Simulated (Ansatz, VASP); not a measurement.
One calculation of LiTlSe2, two programs

```
CELL_PARAMETERS angstrom
4.26392 0.00000 0.00000
0.00000 4.26392 0.00000
0.00000 0.00000 5.98025
ATOMIC_POSITIONS crystal
Li 0.00000 0.00000 0.00000
Se 0.00000 0.50000 0.22921
Se 0.50000 0.00000 0.77079
Tl 0.50000 0.50000 0.50000
```

Alike in both runs: task single point; functional r2SCAN; k mesh 6 × 6 × 4; no spin polarisation.

```csv
,VASP,Ansatz
version,VASP 6.6.1,Ansatz 0.2.0
potentials or method,"VASP PAW PBE potentials, release 64 (Li_sv, Se, Tl_d)","plane waves, PAW"
plane-wave cutoff (eV),830,500
occupations,"gaussian, width 0.01 eV",fixed
valence electrons in the cell,28,48
```

|  | VASP | Ansatz | Ansatz less VASP |
| --- | --- | --- | --- |
| gap on the k mesh at the Fermi level (eV) | 0.71 | 0.71 | -0.004 |
| pressure (GPa) | 0.0 | 0.0 | +0.02 |
| rms of the force components (eV/Å) | 0.006 | 0.002 | -0.0041 |

VASP's potentials were made for PBE, not for r2SCAN. VASP's potentials hold 28 valence electrons a cell and Ansatz's 48, so a difference there can come from the potentials and not from the codes.

Spin-orbit coupling is off throughout.
